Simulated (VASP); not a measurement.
B:

```xyz
8
Lattice="3.2495 0.0000 0.0000 -1.5221 3.9216 0.0000 -0.0873 -0.9238 4.9100" Properties=species:S:1:pos:R:3 pbc="T T T"
B     0.0273    0.8855    0.8953
B     1.6535    1.1253    0.7337
B     0.8631    2.4606    1.6473
B    -0.7639    2.3768    1.6830
B     2.3345    0.2209    3.9862
B     0.7107    0.0113    4.1094
B     0.0567    2.6785    3.2470
B     1.6784    2.2320    3.3380
```

| Property | Result |
| --- | --- |
| Program | VASP 6.6.1 |
| Task | relaxation of cell and atoms |
| Functional | PBE |
| Potentials or basis | VASP PAW PBE potentials, release 64 (B) |
| Cutoff | 600 eV |
| k mesh | 6 × 4 × 4 |
| Occupations | gaussian, width 0.1 eV |
| Spin | no spin polarisation |

At the start: pressure 1.2 GPa; volume 7.82 Å³/atom.

Q: Where does the relaxation end?

A: Over 36 steps the energy falls by 168.2 meV/atom and the volume is 8.41 Å³/atom (+7.5 %); space group P1 (No. 1, to 0.1 Å) before, P-1 (No. 2, to 0.1 Å).

Step by step:
| step | energy change (eV) | largest force (eV/Å) | pressure (GPa) | volume (Å³) |
| --- | --- | --- | --- | --- |
| 1 | 0.0000 | 1.1339 | 1.19 | 62.57 |
| 2 | -0.1350 | 1.1901 | 0.89 | 63.09 |
| 3 | -0.3889 | 2.0775 | 0.89 | 64.64 |
| 4 | -0.4320 | 1.9493 | 0.49 | 64.81 |
| 5 | -0.5371 | 1.6127 | -0.55 | 65.30 |
| 6 | -0.5548 | 1.9106 | -1.71 | 66.27 |
| 7 | -0.5910 | 1.3477 | -1.29 | 65.76 |
| 8 | -0.5931 | 1.2943 | -1.43 | 65.87 |
| 9 | -0.6521 | 1.0873 | -1.73 | 65.84 |
| 10 | -0.7956 | 1.0874 | -2.44 | 65.73 |
| 11 | -0.9257 | 1.3588 | -2.88 | 65.49 |
| 12 | -1.0236 | 1.1133 | -1.52 | 65.11 |
| 13 | -1.1488 | 1.1530 | 3.42 | 63.98 |
| 14 | -1.2135 | 0.4912 | 2.83 | 64.29 |
| 15 | -1.2311 | 0.9017 | 2.42 | 64.58 |
| 16 | -1.2656 | 0.4104 | 0.45 | 65.26 |
| 17 | -1.2685 | 0.3072 | -0.28 | 65.53 |
| 18 | -1.2792 | 0.2532 | -0.24 | 65.64 |
| 19 | -1.2844 | 0.3065 | -0.15 | 65.78 |
| 20 | -1.2937 | 0.2718 | 0.13 | 65.83 |
| 21 | -1.2986 | 0.3736 | 0.55 | 65.89 |
| 22 | -1.3064 | 0.2407 | 0.43 | 66.03 |
| 23 | -1.3115 | 0.4059 | 0.25 | 66.27 |
| 24 | -1.3184 | 0.3154 | 0.03 | 66.43 |
| 25 | -1.3254 | 0.2936 | -0.46 | 66.79 |
| 26 | -1.3307 | 0.1739 | -0.15 | 66.78 |
| 27 | -1.3342 | 0.1823 | 0.39 | 66.75 |
| 28 | -1.3382 | 0.1512 | 0.30 | 66.84 |
| 29 | -1.3395 | 0.2664 | 0.22 | 66.93 |
| 30 | -1.3427 | 0.1430 | -0.03 | 67.09 |
| 31 | -1.3428 | 0.1768 | -0.08 | 67.12 |
| 32 | -1.3443 | 0.0638 | 0.03 | 67.17 |
| 33 | -1.3444 | 0.0722 | 0.05 | 67.18 |
| 34 | -1.3449 | 0.0597 | 0.10 | 67.21 |
| 35 | -1.3450 | 0.0798 | 0.13 | 67.23 |
| 36 | -1.3453 | 0.0375 | 0.06 | 67.28 |

Final structure:
```yaml
crystal:
  lattice:
    - [3.23066, 0.11419, -0.17269]
    - [-1.37310, 3.98207, -0.11176]
    - [-0.37836, -1.19062, 5.24152]
  atoms:
    - { symbol: B, position: [0.15982, 0.32495, 0.14071] }
    - { symbol: B, position: [0.67316, 0.36854, 0.11864] }
    - { symbol: B, position: [0.58996, 0.67269, 0.36042] }
    - { symbol: B, position: [0.07705, 0.63053, 0.38121] }
    - { symbol: B, position: [0.82779, 0.32448, 0.81105] }
    - { symbol: B, position: [0.25595, 0.12567, 0.85025] }
    - { symbol: B, position: [0.49373, 0.87603, 0.64890] }
    - { symbol: B, position: [0.92254, 0.67711, 0.68881] }
```

Caveat: the k points lie up to 0.40 Å⁻¹ apart in the final cell, too coarse for converged energies and pressures of a metal.
